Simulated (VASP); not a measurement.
The system is Hf2TaN2.

```
CELL_PARAMETERS angstrom
2.10102 1.21302 5.18026
-2.10102 1.21302 5.18026
0.00000 -2.42605 5.18026
ATOMIC_POSITIONS crystal
Hf 0.58513 0.58513 0.58513
Hf 0.41487 0.41487 0.41487
Ta 0.00000 0.00000 0.00000
N 0.70234 0.70234 0.70234
N 0.29766 0.29766 0.29766
```

The cell was generated, and may not be a known phase.

```yaml
Program: VASP 6.6.1
Task: relaxation of cell and atoms
Functional: PBE
Potentials_or_basis: VASP PAW PBE potentials, release 64 (Hf_pv, Ta_pv, N)
Cutoff: 600 eV
k_mesh: 6 × 6 × 6
Occupations: gaussian, width 0.1 eV
Spin: no spin polarisation
```

At the start: pressure 16.1 GPa; volume 15.84 Å³/atom.

Problem. Where does the relaxation end?

Solution. Over 19 steps the energy falls by 1525.7 meV/atom and the volume is 14.08 Å³/atom (-11.1 %); space group R-3m (No. 166, to 0.1 Å) before and after.

Step by step:
```tsv
step	energy change (eV)	largest force (eV/Å)	pressure (GPa)	volume (Å³)
1	0.0000	5.1770	16.12	79.21
2	-2.4868	1.8259	-26.32	95.62
3	-2.1866	2.9261	-17.01	88.06
4	-4.7329	4.9690	22.37	71.77
5	-4.8519	3.7813	13.04	73.90
6	-6.4915	3.4986	12.70	72.97
7	-6.4886	3.5076	12.81	72.92
8	-6.4490	0.7619	-22.58	83.31
9	-6.9076	1.4128	-7.49	77.70
10	-7.3116	0.9507	-5.79	74.82
11	-7.5293	0.8923	-0.55	70.65
12	-7.5378	0.9125	-1.86	71.48
13	-7.5387	0.9089	-1.56	71.27
14	-7.6067	0.3697	3.19	69.56
15	-7.6069	0.3337	3.52	69.45
16	-7.6098	0.2103	-3.25	71.28
17	-7.6260	0.0942	-0.11	70.39
18	-7.6281	0.0410	-0.06	70.40
19	-7.6284	0.0344	-0.02	70.41
```

Final structure:
```
Hf Ta N
1.0
     1.64188    0.94794    7.54016
    -1.64188    0.94794    7.54016
     0.00000   -1.89589    7.54016
Hf Ta N
2 1 2
Direct
  0.56487 0.56487 0.56487
  0.43513 0.43513 0.43513
  0.00000 0.00000 0.00000
  0.72215 0.72215 0.72215
  0.27785 0.27785 0.27785
```

Caveat: a cell axis changed by over 15 % at a fixed basis, so the end point is rough.
